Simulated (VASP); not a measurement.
# SnBr4Cl (P4mm) in VASP: notebook, part 2 of 3

VASP 6.6.1. The steps go on from the part before.

## Step 3: Single point, PBE

This run uses another cell than the first one, of 41.65 Å³/atom.

INCAR

```
SYSTEM = SnBr4Cl
  PREC = Accurate
  ENCUT = 520
  EDIFF = 1E-6
  ISMEAR = 0
  SIGMA = 0.1
  LREAL = .FALSE.
  LASPH = .TRUE.
  NELM = 80
  ALGO = Normal
  ISIF = 2
  LWAVE = .FALSE.
  LCHARG = .FALSE.
  GGA = PE
  NBANDS = 34
```

KPOINTS

```
regular mesh
0
G
  4 4 2
  0 0 0
```

POSCAR

```
SnBr4Cl
1.0
    4.4923055313      0.0000000000      0.0000000000
    0.0000000000      4.4923055313      0.0000000000
    0.0000000000      0.0000000000     12.3837585615
Sn Br Cl
1 4 1
Direct
    0.5000000000      0.5000000000      0.6634614389
    0.5000000000      0.5000000000      0.1935503740
    0.0000000000      0.0000000000      0.6495867357
    0.5000000000      0.5000000000      0.8660669989
    0.0000000000      0.0000000000      0.2256536442
    0.0000000000      0.0000000000      0.4016797784
```

Potentials or basis: VASP PAW PBE potentials, release 64 (Sn_d, Br, Cl).

On the command line:

```
$ cat potpaw_PBE.64/Sn_d/POTCAR potpaw_PBE.64/Br/POTCAR potpaw_PBE.64/Cl/POTCAR > POTCAR
$ mpirun -np 1 vasp_std > vasp.out
```

OUTCAR:

```text
SYSTEM = SnBr4Cl
   PREC = Accurate
   ENCUT = 520
   EDIFF = 1E-6
   ISMEAR = 0
   LREAL = .FALSE.
   LASPH = .TRUE.
   NELM = 80
   ISIF = 2
   GGA = PE

 ion  position               nearest neighbor table
   1  0.500  0.500  0.663-   4 2.51   3 3.18   3 3.18   3 3.18   3 3.18
   2  0.500  0.500  0.194-
   3  0.000  0.000  0.650-   1 3.18   1 3.18   1 3.18   1 3.18
   4  0.500  0.500  0.866-   1 2.51
   5  0.000  0.000  0.226-   6 2.18
   6  0.000  0.000  0.402-   5 2.18

  LATTYP: Found a simple tetragonal cell.
[... 635 lines left out ...]
  -------------------------------------------------------------------------------------
  Total        0.2305273      0.2305273     -0.0016097      0.0000000      0.0000000      0.0000000
  in kB        1.4778892      1.4778892     -0.0103193      0.0000000      0.0000000      0.0000000
  external PRESSURE =       0.9818197 kB  Pullay stress =       0.0000000 kB

 VOLUME and BASIS-vectors are now :
 -----------------------------------------------------------------------------
  energy-cutoff  :      520.00
  volume of cell :      249.91
      direct lattice vectors                 reciprocal lattice vectors
     4.492305531  0.000000000  0.000000000     0.222602847  0.000000000  0.000000000
     0.000000000  4.492305531  0.000000000     0.000000000  0.222602847  0.000000000
     0.000000000  0.000000000 12.383758562     0.000000000  0.000000000  0.080750928

 POSITION                                       TOTAL-FORCE (eV/Angst)
 -----------------------------------------------------------------------------------
      2.24615      2.24615      8.21615         0.000000     -0.000000     -0.026756
      2.24615      2.24615      2.39688         0.000000      0.000000     -0.013339
      0.00000      0.00000      8.04433         0.000000     -0.000000      0.005120
      2.24615      2.24615     10.72516        -0.000000     -0.000000      0.024050
      0.00000      0.00000      2.79444         0.000000     -0.000000      0.058171
      0.00000      0.00000      4.97431         0.000000     -0.000000     -0.047246
 -----------------------------------------------------------------------------------
    total drift:                                0.000000      0.000000     -0.000908

  FREE ENERGIE OF THE ION-ELECTRON SYSTEM (eV)
  ---------------------------------------------------
  free  energy   TOTEN  =       -13.2923677302 eV

  energy  without entropy=      -13.2877105003  energy(sigma->0) =      -13.29003912
```

It took 2.8 min on 1 thread of AMD EPYC 7R43 (Zen 3), shared host; peak memory 0.35 GiB.

Results:

```yaml
Free_energy: -13.2924 eV
Pressure: 0.1 GPa
Largest_force: 0.058 eV/Å
Band_gap_on_the_k_mesh: zero (an odd number of electrons rules out a gap without spin polarisation)
```

Forces on the atoms (eV/Å):
```
Sn   0.000  0.000 -0.027
Br   0.000  0.000 -0.013
Br   0.000  0.000  0.005
Br   0.000  0.000  0.024
Br   0.000  0.000  0.058
Cl   0.000  0.000 -0.047
```

Stress tensor (GPa, compression positive):
```
0.15 0.00 0.00
0.00 0.15 0.00
0.00 0.00 0.00
```

Caveat: spin-orbit coupling is left out, which moves the levels of the heavy elements; this functional lacks dispersion, which binds layers or chains, so the pressure and a relaxed spacing across them are unreliable; an odd number of electrons without spin polarisation forces a metal; a magnetic or distorted state may lie lower.

## Step 4: Relaxation of cell and atoms, PBE

INCAR

```
SYSTEM = SnBr4Cl
PREC     = Accurate       ! precision mode
ENCUT    = 600            ! plane-wave cutoff, eV
EDIFF    = 1E-6           ! SCF threshold, eV
ISMEAR   = 0              ! smearing method
SIGMA    = 0.1            ! smearing width, eV
LREAL    = .False.        ! projectors in reciprocal space
LASPH    = .True.         ! aspherical terms in the spheres
NELM     = 60             ! most SCF steps
ALGO     = Normal         ! electronic algorithm
ISIF     = 3              ! what is computed and relaxed
LWAVE    = .False.        ! write WAVECAR
LCHARG   = .False.        ! write CHGCAR
GGA      = PE             ! functional
IBRION   = 2              ! ionic algorithm
NSW      = 90             ! ionic steps
EDIFFG   = -0.04          ! ionic threshold
```

KPOINTS

```
regular mesh
0
Gamma
  4 4 2
  0 0 0
```

POSCAR

```
SnBr4Cl
1.0
    3.9591771000      0.0000000000      0.0000000000
    0.0000000000      3.9591771000      0.0000000000
    0.0000000000      0.0000000000     11.5481145000
Sn Br Cl
1 4 1
Direct
    0.5000000000      0.5000000000      0.6467160000
    0.5000000000      0.5000000000      0.2433270100
    0.0000000000      0.0000000000      0.7440829900
    0.5000000000      0.5000000000      0.9182549700
    0.0000000000      0.0000000000      0.0755200000
    0.0000000000      0.0000000000      0.3720980000
```

Potentials or basis: VASP PAW PBE potentials, release 64 (Sn_d, Br, Cl).

On the command line:

```
$ cat potpaw_PBE.64/Sn_d/POTCAR potpaw_PBE.64/Br/POTCAR potpaw_PBE.64/Cl/POTCAR > POTCAR
$ mpirun -np 1 vasp_std > vasp.out
```

OUTCAR:

```text
SYSTEM = SnBr4Cl
   PREC = Accurate
   ENCUT = 600
   EDIFF = 1E-6
   ISMEAR = 0
   LREAL = .False.
   LASPH = .True.
   NELM = 60
   ISIF = 3
   GGA = PE
   IBRION = 2
   NSW = 90
   EDIFFG = -0.04

 ion  position               nearest neighbor table
   1  0.500  0.500  0.647-   3 3.02   3 3.02   3 3.02   3 3.02   4 3.14
   2  0.500  0.500  0.243-
   3  0.000  0.000  0.744-   1 3.02   1 3.02   1 3.02   1 3.02
   4  0.500  0.500  0.918-   1 3.14
   5  0.000  0.000  0.076-
   6  0.000  0.000  0.372-

  LATTYP: Found a simple tetragonal cell.
 ALAT       =     3.9591771000
 C/A-ratio  =     2.9167966495

  Lattice vectors:

 A1 = (   3.9591771000,   0.0000000000,   0.0000000000)
 A2 = (   0.0000000000,   3.9591771000,   0.0000000000)
 A3 = (   0.0000000000,   0.0000000000,  11.5481145000)

Analysis of symmetry for initial positions (statically):
=====================================================================
 Subroutine PRICEL returns:
 Original cell was already a primitive cell.

 Routine SETGRP: Setting up the symmetry group for a
 simple tetragonal supercell.

 Subroutine GETGRP returns: Found  8 space group operations
 (whereof  8 operations were pure point group operations)
 out of a pool of 16 trial point group operations.

The static configuration has the point symmetry C_4v.

Analysis of symmetry for dynamics (positions and initial velocities):
=====================================================================
 Subroutine PRICEL returns:
 Original cell was already a primitive cell.

 Routine SETGRP: Setting up the symmetry group for a
 simple tetragonal supercell.

 Subroutine GETGRP returns: Found  8 space group operations
 (whereof  8 operations were pure point group operations)
 out of a pool of 16 trial point group operations.

The dynamic configuration has the point symmetry C_4v.

 Subroutine INISYM returns: Found  8 space group operations
 (whereof  8 operations are pure point group operations),
 and found     1 'primitive' translations

----------------------------------------------------------------------------------------

                                     Primitive cell

  volume of cell :     181.0177

  direct lattice vectors                    reciprocal lattice vectors
     3.959177100  0.000000000  0.000000000     0.252577739  0.000000000  0.000000000
     0.000000000  3.959177100  0.000000000     0.000000000  0.252577739  0.000000000
     0.000000000  0.000000000 11.548114500     0.000000000  0.000000000  0.086594223

  length of vectors
     3.959177100  3.959177100 11.548114500     0.252577739  0.252577739  0.086594223

  position of ions in fractional coordinates (direct lattice)
     0.500000000  0.500000000  0.646716000
     0.500000000  0.500000000  0.243327010
     0.000000000  0.000000000  0.744082990
     0.500000000  0.500000000  0.918254970
     0.000000000  0.000000000  0.075520000
     0.000000000  0.000000000  0.372098000

  ion indices of the primitive-cell ions
   primitive index   ion index
                 1           1
                 2           2
                 3           3
                 4           4
[... 45 lines left out ...]
   total plane-waves  NPLWV =  98304
   dimension x,y,z NGX =    32 NGY =   32 NGZ =   96
   dimension x,y,z NGXF=    64 NGYF=   64 NGZF=  192
   ions per type =               1   4   1
   NGX,Y,Z   is equivalent  to a cutoff of  13.44, 13.44, 13.82 a.u.
   NGXF,Y,Z  is equivalent  to a cutoff of  26.87, 26.87, 27.64 a.u.
 SYSTEM =  SnBr4Cl
   PREC   = accura    normal or accurate (medium, high low for compatibility)
   ISTART =      0    job   : 0-new  1-cont  2-samecut
   ICHARG =      2    charge: 1-file 2-atom 10-const
   ISPIN  =      1    spin polarized calculation?
   LNONCOLLINEAR =      F non collinear calculations
   LSORBIT =      F    spin-orbit coupling
   LASPH  =      T    aspherical Exc in radial PAW
   ENCUT  =  600.0 eV  44.10 Ry    6.64 a.u.   7.91  7.91 23.06*2*pi/ulx,y,z
   NELM   =     60;   NELMIN=  2; NELMDL= -5     # of ELM steps
   EDIFF  = 0.1E-05   stopping-criterion for ELM
   LREAL  =      F    real-space projection
   EDIFFG = -.4E-01   stopping-criterion for IOM
   NSW    =     90    number of steps for IOM
   IBRION =      2    ionic relax: 0-MD 1-quasi-New 2-CG
   NFREE  =      1    steps in history (QN), initial steepest desc. (CG)
   ISIF   =      3    stress and relaxation
   ISYM   =      2    0-nonsym 1-usesym 2-fastsym
   POTIM  = 0.5000    time-step for ionic-motion
   TEBEG  =    0.0;   TEEND  =   0.0 temperature during run
   PSTRESS=    0.0 pullay stress
   NELECT =      49.0000    total number of electrons
   NUPDOWN=      -1.0000    fix difference up-down
   EMIN   =  10.00;   EMAX   =-10.00  energy-range for DOS
   EFERMI =   0.00;   METHOD = LEGACY
   ISMEAR =     0;   SIGMA  =   0.10  broadening in eV -4-tet -1-fermi 0-gaus
   EFERMI_NEDOS =   21; number of points for ismear=-14 and -15
   IALGO  =     38    algorithm
   IMIX   =      4    mixing-type and parameters
     AMIX     =   0.40;   BMIX     =  1.00
     AMIX_MAG =   1.60;   BMIX_MAG =  1.00
  volume/ion in A,a.u.               =      30.17       203.59
  Fermi-wavevector in a.u.,A,eV,Ry     =   1.059010  2.001238 15.258951  1.121501
  Thomas-Fermi vector in A             =   2.194340
   LORBIT       =      0    0 simple, 1 ext, 2 COOP (PROOUT), +10 PAW based schemes
   GGA     = PE    functional components
   LHFCALC =     F    Hartree Fock is set to
   AEXX    =    0.0000 exact exchange contribution
   IVDW    =     0    specifies the selected vdW correction
   LEPSILON=     F    determine dielectric tensor
   LRPA    =     F    only Hartree local field effects (RPA)
 conjugate gradient relaxation of ions
 non-spin polarized calculation
 Gauss-broadening in eV      SIGMA  =   0.10
  energy-cutoff  :      600.00
  volume of cell :      181.02
 maximum number of plane-waves:      6066
 NGX is ok and might be reduce to    32
   NGX = 15   NGY = 15   NGZ = 47

--------------------------------------- Ionic step        1  -------------------------------------------

 number of electron      48.9999990 magnetization

 Free energy of the ion-electron system (eV)
  ---------------------------------------------------
  ext. energy  EPLUGINS =         0.00000000
  ---------------------------------------------------
  free energy    TOTEN  =       -11.16718573 eV

  energy without entropy =      -11.11586794  energy(sigma->0) =      -11.14152683

------------------------ aborting loop because EDIFF is reached ----------------------------------------

  FORCE on cell =-STRESS in cart. coord.  units (eV):
  Direction    XX          YY          ZZ          XY          YZ          ZX
  --------------------------------------------------------------------------------------
  -------------------------------------------------------------------------------------
  Total        1.0823750      1.0823750     -4.4204127      0.0000000      0.0000000      0.0000000
  in kB        9.5800418      9.5800418    -39.1248302      0.0000000      0.0000000      0.0000000
  external PRESSURE =      -6.6549155 kB  Pullay stress =       0.0000000 kB
[... 101 lines left out ...]
  FREE ENERGIE OF THE ION-ELECTRON SYSTEM (eV)
  ---------------------------------------------------
  free  energy   TOTEN  =       -11.6174528250 eV

  energy  without entropy=      -11.5718649993  energy(sigma->0) =      -11.59465891

 E-fermi :   0.0184     XC(G=0):  -7.0948

 val. band max:       -0.1283247089   @ k =   0.5000   0.2500   0.0000
 cond. band min:       0.1437629302   @ k =   0.0000   0.0000   0.0000
 fundamental gap:      0.2720876391
 Fermi energy:         0.0184061056

 k-point     1 :       0.0000    0.0000    0.0000
  band No.  band energies     occupation
      1     -21.6673      2.00000
      2     -21.6566      2.00000
      3     -21.5533      2.00000
      4     -21.5180      2.00000
      5     -21.5180      2.00000
      6     -17.4169      2.00000
[... 373 lines left out ...]
     28       3.7597      0.00000
     29       4.1235      0.00000

[... ionic steps 4 to 69 ...]

--------------------------------------- Ionic step       70  -------------------------------------------

 number of electron      48.9999987 magnetization

------------------------ aborting loop because EDIFF is reached ----------------------------------------
[... 75 lines left out ...]
--------------------------------------- Ionic step       72  -------------------------------------------

 number of electron      48.9999989 magnetization

 Free energy of the ion-electron system (eV)
  ---------------------------------------------------
  ext. energy  EPLUGINS =         0.00000000
  ---------------------------------------------------
  free energy    TOTEN  =       -13.28337266 eV

  energy without entropy =      -13.27867304  energy(sigma->0) =      -13.28102285

 E-fermi :  -0.0717     XC(G=0):  -6.9749

 val. band max:       -0.2005624102   @ k =   0.5000   0.2500   0.5000
 cond. band min:       0.0362355767   @ k =   0.0000   0.0000   0.0000
 fundamental gap:      0.2367979869
 Fermi energy:        -0.0716633498

 k-point     1 :       0.0000    0.0000    0.0000
  band No.  band energies     occupation
      1     -21.9441      2.00000
      2     -21.9336      2.00000
      3     -21.8128      2.00000
      4     -21.7905      2.00000
      5     -21.7905      2.00000
      6     -17.3792      2.00000
[... 406 lines left out ...]
  FREE ENERGIE OF THE ION-ELECTRON SYSTEM (eV)
  ---------------------------------------------------
  free  energy   TOTEN  =       -13.2833726649 eV

  energy  without entropy=      -13.2786730359  energy(sigma->0) =      -13.28102285

 reached required accuracy - stopping structural energy minimisation
```

It took 85 min on 1 thread of AMD EPYC 7R43 (Zen 3), shared host; peak memory 0.32 GiB.

Results:

```
Free energy                           : -13.2834 eV
Relaxed volume                        : 41.26 Å³/atom
Relaxed cell                          : a = 4.517 Å, b = 4.517 Å, c = 12.130 Å, α = 90.00°, β = 90.00°, γ = 90.00°
Space group after relaxing (to 0.1 Å) : P4mm (No. 99)
Pressure after relaxing               : 0.0 GPa
Largest force after relaxing          : 0.038 eV/Å
Band gap on the k mesh                : zero (an odd number of electrons rules out a gap without spin polarisation)
```

Forces in eV/Å, atoms in the order of the input:
```
Sn   0.000  0.000  0.007
Br   0.000  0.000  0.016
Br   0.000  0.000 -0.035
Br   0.000  0.000 -0.015
Br   0.000  0.000 -0.011
Cl   0.000  0.000  0.038
```

Final structure:
```
Sn Br Cl
1.0
     4.51750    0.00000    0.00000
     0.00000    4.51750    0.00000
     0.00000    0.00000   12.12965
Sn Br Cl
1 4 1
Direct
  0.50000 0.50000 0.66483
  0.50000 0.50000 0.18955
  0.00000 0.00000 0.65419
  0.50000 0.50000 0.87182
  0.00000 0.00000 0.22026
  0.00000 0.00000 0.39934
```

Levels at points of the mesh, in eV from the Fermi level:
```tsv
k point	band 21	band 22	band 23	band 24	band 25	band 26	band 27	band 28
(0.00, 0.00, 0.00)	-1.56	-1.56	-1.11	0.11	0.11	1.06	3.51	3.51
(0.50, 0.00, 0.00)	-1.69	-1.42	-1.21	-1.16	-0.89	0.63	1.00	1.69
(0.50, 0.50, 0.00)	-1.96	-1.96	-0.96	0.45	0.45	1.01	3.57	3.57
(0.00, 0.00, 0.50)	-1.56	-1.56	-1.14	0.11	0.11	1.04	3.39	3.51
(0.50, 0.00, 0.50)	-1.69	-1.41	-1.24	-1.16	-0.87	0.66	0.98	1.69
(0.50, 0.50, 0.50)	-1.98	-1.98	-0.93	0.46	0.46	1.00	3.57	3.57
```

Caveat: the k points lie up to 0.35 Å⁻¹ apart in the final cell, too coarse for converged energies and pressures of a metal; the volume moved by over 15 % at a fixed basis, so the end points are rough; spin-orbit coupling is left out, which moves the levels of the heavy elements; this functional lacks dispersion, which binds layers or chains, so the pressure and a relaxed spacing across them are unreliable; an odd number of electrons without spin polarisation forces a metal; a magnetic or distorted state may lie lower.

(Continued in part 3 of 3.)

The gap in the log of VASP goes by the Fermi energy; the results here count the filled bands.